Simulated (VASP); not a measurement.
# Nb (P6/mmm) in VASP: single point with PBE

Aim: the single point of Nb with PBE.

All numbers are computed with VASP 6.6.1; they aren't measurements. Logs are shortened: lines on timing, memory, paths and dates and some standing lists are left out, and cuts for length are marked.

### 1 The cell of the first run

The structure is hexagonal, space group P6/mmm (No. 191). The conventional cell has a = 4.880 Å, b = 4.880 Å, c = 2.687 Å, α = 90.00°, β = 90.00°, γ = 120.00°. Within 3.5 Å of Nb (site symmetry 6/mmm) lie 14 Nb at 2.69 to 3.12 Å. Within 3.5 Å of Nb (site symmetry -6m2) lie 11 Nb at 2.69 to 3.12 Å.

This isn't the form of Nb at room conditions, which is bcc.

### 2 Single point, PBE, collinear spin

Input file INCAR:

```
SYSTEM = Nb
ALGO     = Normal         ! electronic algorithm
EDIFF    = 1E-6           ! SCF threshold, eV
ENCUT    = 520            ! plane-wave cutoff, eV
GGA      = PE             ! functional
ISIF     = 2              ! what is computed and relaxed
ISMEAR   = -1             ! smearing method
ISPIN    = 2              ! spin polarisation
LASPH    = .TRUE.         ! aspherical terms in the spheres
LCHARG   = .FALSE.        ! write CHGCAR
LMAXMIX  = 4              ! l up to which the mixer works
LORBIT   = 11             ! projections on sites
LREAL    = .FALSE.        ! projectors in reciprocal space
LWAVE    = .FALSE.        ! write WAVECAR
MAGMOM   = 1 1 1          ! initial moments
NBANDS   = 30             ! bands
NELM     = 150            ! most SCF steps
PREC     = Accurate       ! precision mode
SIGMA    = 0.05           ! smearing width, eV
```

Input file KPOINTS:

```
k-points
0
G
  10 10 15
  0 0 0
```

Input file POSCAR:

```
Nb
1.0
    4.8799018063      0.0000000000      0.0000000000
   -2.4399509032      4.2261189323      0.0000000000
    0.0000000000      0.0000000000      2.6867380190
Nb
3
Direct
    0.0000000000      0.0000000000      0.0000000000
    0.3333333333      0.6666666667      0.5000000000
    0.6666666667      0.3333333333      0.5000000000
```

Potentials or basis: VASP PAW PBE potentials, release 64 (Nb_sv).

Run with:

```console
$ cat potpaw_PBE.64/Nb_sv/POTCAR > POTCAR
$ mpirun -np 1 vasp_std > vasp.out
```

OUTCAR:

```text
SYSTEM = Nb
   EDIFF = 1E-6
   ENCUT = 520
   GGA = PE
   ISIF = 2
   ISMEAR = -1
   ISPIN = 2
   LASPH = .TRUE.
   LORBIT = 11
   LREAL = .FALSE.
   NELM = 150
   PREC = Accurate

 ion  position               nearest neighbor table
   1  0.000  0.000  0.000-
   2  0.333  0.667  0.500-   3 2.82   3 2.82   3 2.82
   3  0.667  0.333  0.500-   2 2.82   2 2.82   2 2.82

  LATTYP: Found a hexagonal cell.
 ALAT       =     4.8799018063
 C/A-ratio  =     0.5505721479

  Lattice vectors:

 A1 = (   4.8799018063,   0.0000000000,   0.0000000000)
 A2 = (  -2.4399509032,   4.2261189323,   0.0000000000)
 A3 = (   0.0000000000,   0.0000000000,   2.6867380190)

Analysis of symmetry for initial positions (statically):
=====================================================================
 Subroutine PRICEL returns:
 Original cell was already a primitive cell.

 Routine SETGRP: Setting up the symmetry group for a
 hexagonal supercell.

 Subroutine GETGRP returns: Found 24 space group operations
 (whereof 24 operations were pure point group operations)
 out of a pool of 24 trial point group operations.

The static configuration has the point symmetry D_6h.

Analysis of symmetry for dynamics (positions and initial velocities):
=====================================================================
 Subroutine PRICEL returns:
 Original cell was already a primitive cell.

 Routine SETGRP: Setting up the symmetry group for a
 hexagonal supercell.

 Subroutine GETGRP returns: Found 24 space group operations
 (whereof 24 operations were pure point group operations)
 out of a pool of 24 trial point group operations.

The dynamic configuration has the point symmetry D_6h.

Analysis of structural, dynamic, and magnetic symmetry:
=====================================================================
 Subroutine PRICEL returns:
 Original cell was already a primitive cell.

 Routine SETGRP: Setting up the symmetry group for a
 hexagonal supercell.

 Subroutine GETGRP returns: Found 24 space group operations
 (whereof 24 operations were pure point group operations)
 out of a pool of 24 trial point group operations.

The overall configuration has the point symmetry D_6h.

 Subroutine INISYM returns: Found 24 space group operations
 (whereof 24 operations are pure point group operations),
 and found     1 'primitive' translations

----------------------------------------------------------------------------------------

                                     Primitive cell

  volume of cell :      55.4087

  direct lattice vectors                    reciprocal lattice vectors
     4.879901806  0.000000000  0.000000000     0.204922156  0.118311862  0.000000000
    -2.439950903  4.226118932  0.000000000     0.000000000  0.236623724  0.000000000
     0.000000000  0.000000000  2.686738019     0.000000000  0.000000000  0.372198552

  length of vectors
     4.879901806  4.879901806  2.686738019     0.236623724  0.236623724  0.372198552

  position of ions in fractional coordinates (direct lattice)
     0.000000000  0.000000000  0.000000000
     0.333333333  0.666666667  0.500000000
     0.666666667  0.333333333  0.500000000

  ion indices of the primitive-cell ions
   primitive index   ion index
                 1           1
                 2           2
                 3           3

----------------------------------------------------------------------------------------

 KPOINTS: k-points

Automatic generation of k-mesh.
 Grid dimensions read from file:
 generate k-points for:   10   10   15

 Generating k-lattice:

  Cartesian coordinates                     Fractional coordinates (reciprocal lattice)
     0.020492216  0.011831186  0.000000000     0.100000000  0.000000000  0.000000000
     0.000000000  0.023662372  0.000000000     0.000000000  0.100000000  0.000000000
     0.000000000  0.000000000  0.024813237     0.000000000  0.000000000  0.066666667

  Length of vectors
     0.023662372  0.023662372  0.024813237

  Shift w.r.t. Gamma in fractional coordinates (k-lattice)
     0.000000000  0.000000000  0.000000000

 Subroutine IBZKPT returns following result:
 ===========================================

 Found    112 irreducible k-points:

 Following reciprocal coordinates:
            Coordinates               Weight
  0.000000  0.000000  0.000000      1.000000
  0.100000 -0.000000  0.000000      6.000000
  0.200000 -0.000000  0.000000      6.000000
  0.300000 -0.000000  0.000000      6.000000
  0.400000  0.000000  0.000000      6.000000
  0.500000 -0.000000  0.000000      3.000000
[... 16 lines left out ...]
  0.300000  0.100000  0.066667     24.000000
  0.400000  0.100000  0.066667     24.000000
 [... further k-points ...]
   k-points           NKPTS =    112   k-points in BZ     NKDIM =    112   number of bands    NBANDS=     30
   number of dos      NEDOS =    301   number of ions     NIONS =      3
   total plane-waves  NPLWV =  25920
   dimension x,y,z NGX =    36 NGY =   36 NGZ =   20
   dimension x,y,z NGXF=    72 NGYF=   72 NGZF=   40
   ions per type =               3
   NGX,Y,Z   is equivalent  to a cutoff of  12.26, 12.26, 12.38 a.u.
   NGXF,Y,Z  is equivalent  to a cutoff of  24.53, 24.53, 24.75 a.u.
 SYSTEM =  Nb
   PREC   = accura    normal or accurate (medium, high low for compatibility)
   ISTART =      0    job   : 0-new  1-cont  2-samecut
   ICHARG =      2    charge: 1-file 2-atom 10-const
   ISPIN  =      2    spin polarized calculation?
   LNONCOLLINEAR =      F non collinear calculations
   LSORBIT =      F    spin-orbit coupling
   LASPH  =      T    aspherical Exc in radial PAW
   ENCUT  =  520.0 eV  38.22 Ry    6.18 a.u.   9.07  9.07  5.00*2*pi/ulx,y,z
   NELM   =    150;   NELMIN=  2; NELMDL= -5     # of ELM steps
   EDIFF  = 0.1E-05   stopping-criterion for ELM
   LREAL  =      F    real-space projection
   EDIFFG = 0.1E-04   stopping-criterion for IOM
   NSW    =      0    number of steps for IOM
   IBRION =     -1    ionic relax: 0-MD 1-quasi-New 2-CG
   NFREE  =      0    steps in history (QN), initial steepest desc. (CG)
   ISIF   =      2    stress and relaxation
   ISYM   =      2    0-nonsym 1-usesym 2-fastsym
   POTIM  = 0.5000    time-step for ionic-motion
   TEBEG  =    0.0;   TEEND  =   0.0 temperature during run
   PSTRESS=    0.0 pullay stress
   NELECT =      39.0000    total number of electrons
   NUPDOWN=      -1.0000    fix difference up-down
   EMIN   =  10.00;   EMAX   =-10.00  energy-range for DOS
   EFERMI =   0.00;   METHOD = LEGACY
   ISMEAR =    -1;   SIGMA  =   0.05  broadening in eV -4-tet -1-fermi 0-gaus
   EFERMI_NEDOS =   21; number of points for ismear=-14 and -15
   IALGO  =     38    algorithm
   IMIX   =      4    mixing-type and parameters
     AMIX     =   0.40;   BMIX     =  1.00
     AMIX_MAG =   1.60;   BMIX_MAG =  1.00
  volume/ion in A,a.u.               =      18.47       124.64
  Fermi-wavevector in a.u.,A,eV,Ry     =   1.456254  2.751920 28.853526  2.120674
  Thomas-Fermi vector in A             =   2.573193
   LORBIT       =     11    0 simple, 1 ext, 2 COOP (PROOUT), +10 PAW based schemes
   GGA     = PE    functional components
   LHFCALC =     F    Hartree Fock is set to
   AEXX    =    0.0000 exact exchange contribution
   IVDW    =     0    specifies the selected vdW correction
   LEPSILON=     F    determine dielectric tensor
   LRPA    =     F    only Hartree local field effects (RPA)
 spin polarized calculation
  energy-cutoff  :      520.00
  volume of cell :       55.41
 maximum number of plane-waves:      1512
   NGX = 19   NGY = 19   NGZ =  9

 number of electron      39.0000005 magnetization      -0.0229802

 number of electron      39.0000005 magnetization       0.0000726

 Free energy of the ion-electron system (eV)
  ---------------------------------------------------
  ext. energy  EPLUGINS =         0.00000000
  ---------------------------------------------------
  free energy    TOTEN  =       -30.06228130 eV

  energy without entropy =      -30.03742386  energy(sigma->0) =      -30.04985258

 E-fermi :  11.0469     XC(G=0): -12.3577

 val. band max:       11.0408259366   @ k =   0.2000   0.1000   0.0667
 cond. band min:      11.0499217937   @ k =   0.2000   0.1000   0.1333
 fundamental gap:      0.0090958571
 Fermi energy:        11.0469177407

 spin component 1

 k-point     1 :       0.0000    0.0000    0.0000
  band No.  band energies     occupation
      1     -43.6274      1.00000
      2     -43.4380      1.00000
      3     -43.3954      1.00000
      4     -19.9525      1.00000
      5     -19.9525      1.00000
      6     -19.7359      1.00000
[... 22 lines left out ...]
     29      19.7036      0.00000
     30      20.1647      0.00000

 k-point     2 :       0.1000   -0.0000    0.0000
  band No.  band energies     occupation
      1     -43.6215      1.00000
      2     -43.4400      1.00000
      3     -43.3995      1.00000
      4     -19.9983      1.00000
      5     -19.9792      1.00000
      6     -19.6818      1.00000
[... 22 lines left out ...]
     29      19.3538      0.00000
     30      19.4800      0.00000

 k-point     3 :       0.2000   -0.0000    0.0000
  band No.  band energies     occupation
      1     -43.6044      1.00000
      2     -43.4459      1.00000
      3     -43.4113      1.00000
      4     -20.0758      1.00000
      5     -19.9980      1.00000
      6     -19.5798      1.00000
[... 682 lines left out ...]
     29      16.2214      0.00000
     30      16.8802      0.00000

 k-point    24 :       0.4000    0.1000    0.0667
  band No.  band energies     occupation
      1     -43.5195      1.00000
      2     -43.4809      1.00000
      3     -43.4368      1.00000
      4     -20.1598      1.00000
      5     -19.8358      1.00000
      6     -19.6340      1.00000
[... 22 lines left out ...]
     29      15.8361      0.00000
     30      16.2436      0.00000

 [... further k-points ...]

 spin component 2

 k-point     1 :       0.0000    0.0000    0.0000
  band No.  band energies     occupation
      1     -43.6274      1.00000
      2     -43.4381      1.00000
      3     -43.3954      1.00000
      4     -19.9525      1.00000
      5     -19.9525      1.00000
      6     -19.7360      1.00000
[... 22 lines left out ...]
     29      19.7150      0.00000
     30      20.3481      0.00000

 k-point     2 :       0.1000   -0.0000    0.0000
  band No.  band energies     occupation
      1     -43.6215      1.00000
      2     -43.4401      1.00000
      3     -43.3996      1.00000
      4     -19.9983      1.00000
      5     -19.9792      1.00000
      6     -19.6819      1.00000
[... 22 lines left out ...]
     29      19.3567      0.00000
     30      19.4797      0.00000

 k-point     3 :       0.2000   -0.0000    0.0000
  band No.  band energies     occupation
      1     -43.6044      1.00000
      2     -43.4460      1.00000
      3     -43.4113      1.00000
      4     -20.0758      1.00000
      5     -19.9981      1.00000
      6     -19.5799      1.00000
[... 682 lines left out ...]
     29      16.2214      0.00000
     30      16.8801      0.00000

 k-point    24 :       0.4000    0.1000    0.0667
  band No.  band energies     occupation
      1     -43.5196      1.00000
      2     -43.4809      1.00000
      3     -43.4368      1.00000
      4     -20.1599      1.00000
      5     -19.8358      1.00000
      6     -19.6340      1.00000
[... 22 lines left out ...]
     29      15.8360      0.00000
     30      16.2435      0.00000

 [... further k-points ...]

------------------------ aborting loop because EDIFF is reached ----------------------------------------

  FORCE on cell =-STRESS in cart. coord.  units (eV):
  Direction    XX          YY          ZZ          XY          YZ          ZX
  --------------------------------------------------------------------------------------
  -------------------------------------------------------------------------------------
  Total        0.0528995      0.0528995     -0.3724658     -0.0000000      0.0000000      0.0000000
  in kB        1.5296209      1.5296209    -10.7700771     -0.0000000      0.0000000      0.0000000
  external PRESSURE =      -2.5702784 kB  Pullay stress =       0.0000000 kB

 VOLUME and BASIS-vectors are now :
 -----------------------------------------------------------------------------
  energy-cutoff  :      520.00
  volume of cell :       55.41
      direct lattice vectors                 reciprocal lattice vectors
     4.879901806  0.000000000  0.000000000     0.204922156  0.118311862  0.000000000
    -2.439950903  4.226118932  0.000000000     0.000000000  0.236623724  0.000000000
     0.000000000  0.000000000  2.686738019     0.000000000  0.000000000  0.372198552

 POSITION                                       TOTAL-FORCE (eV/Angst)
 -----------------------------------------------------------------------------------
      0.00000      0.00000      0.00000        -0.000000      0.000000     -0.000000
     -0.00000      2.81741      1.34337        -0.000000      0.000000      0.000000
      2.43995      1.40871      1.34337         0.000000      0.000000     -0.000000
 -----------------------------------------------------------------------------------
    total drift:                                0.000000      0.000000     -0.000000

  FREE ENERGIE OF THE ION-ELECTRON SYSTEM (eV)
  ---------------------------------------------------
  free  energy   TOTEN  =       -30.0622813045 eV

  energy  without entropy=      -30.0374238620  energy(sigma->0) =      -30.04985258

 total charge

# of ion       s       p       d       tot
------------------------------------------
    1        2.214   6.008   2.433  10.655
    2        2.225   5.988   2.528  10.741
    3        2.225   5.988   2.528  10.741
--------------------------------------------------
tot          6.663  17.984   7.490  32.137

 magnetization (x)

# of ion       s       p       d       tot
------------------------------------------
    1       -0.000   0.000  -0.000  -0.000
    2        0.000   0.000  -0.000  -0.000
    3        0.000   0.000  -0.000  -0.000
--------------------------------------------------
tot          0.000   0.000  -0.000  -0.000
```

Wall time 1.9 min (1 thread of Intel Xeon 6975P-C (Granite Rapids), shared host); peak memory 0.35 GiB.

Results:

```
Free energy                                           : -30.0623 eV
Pressure                                              : -0.3 GPa
Net moment                                            : 0.00 μB per cell
Valence electrons inside the program's atomic spheres : Nb 10.65, 10.74 (each value once)
```

Levels at points of the mesh, in eV from the Fermi level:
Spin up:
```csv
k point,band 16,band 17,band 18,band 19,band 20,band 21,band 22,band 23,band 24,band 25
"(0.00, 0.00, 0.00)",-1.20,-1.20,-1.20,-1.20,-0.99,0.61,0.61,2.87,2.87,2.91
"(0.50, 0.00, 0.00)",-1.98,-1.80,-1.56,-1.02,-0.88,1.46,1.93,3.01,3.09,3.12
```
Spin down:
```tsv
k point	band 17	band 18	band 19	band 20	band 21	band 22	band 23	band 24
(0.00, 0.00, 0.00)	-1.20	-1.20	-1.20	-0.99	0.61	0.61	2.87	2.87
(0.50, 0.00, 0.00)	-1.80	-1.56	-1.02	-0.88	1.46	1.93	3.01	3.09
```
